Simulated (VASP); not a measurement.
Wanted: the native input for a VASP 6.6.1 run.

```
Task                   : electric field gradients
Functional             : LDA
Potentials or basis    : VASP PAW LDA potentials, release 64 (Au)
Cutoff                 : 520 eV
k mesh                 : 14 × 14 × 8
Occupations            : fermi-dirac, width 0.03 eV
Spin                   : no spin polarisation
Dipole correction      : no
Further INCAR settings : ALGO = Normal; EDIFF = 1e-08; NBANDS = 18
```

The structure of Au lies in POSCAR:

```
Au
1.0
    2.9096330274      0.0000000000      0.0000000000
   -1.4548165137      2.5198161175      0.0000000000
    0.0000000000      0.0000000000      4.8962127437
Au
2
Direct
    0.3333333333      0.6666666667      0.7500000000
    0.6666666667      0.3333333333      0.2500000000
```

This isn't the form of Au at room conditions, which is fcc.

One way to write it, as run:

INCAR

```
SYSTEM = Au
  PREC = Accurate
  ENCUT = 520
  EDIFF = 1E-8
  ISMEAR = -1
  SIGMA = 0.03
  LREAL = .False.
  LASPH = .True.
  NELM = 80
  ALGO = Normal
  ISIF = 2
  LWAVE = .False.
  LCHARG = .False.
  LEFG = .True.
  NBANDS = 18
```

KPOINTS

```
regular mesh
0
Gamma
  14 14 8
  0 0 0
```

Potentials or basis: VASP PAW LDA potentials, release 64 (Au).

Run with:

```console
$ cat potpaw_LDA.64/Au/POTCAR > POTCAR
$ mpirun -np 1 vasp_std > vasp.out
```

It gave:

| Item | Value |
| --- | --- |
| Pressure | -11.5 GPa |
| Band gap on the k mesh | zero (bands 11 and 12 overlap by 6.25 eV) |
| Largest electric field gradient by atom | Au +21.7 V/Å² |

Caveat: the cell stands under tension; without QUAD_EFG the Cq values of the log hold for a quadrupole moment of 1 mb, not for the nuclei; spin-orbit coupling is left out, which moves the levels of the heavy elements.

It took 76 s on 1 thread of Intel Xeon 8259CL, on a shared host, peak memory 0.19 GiB.
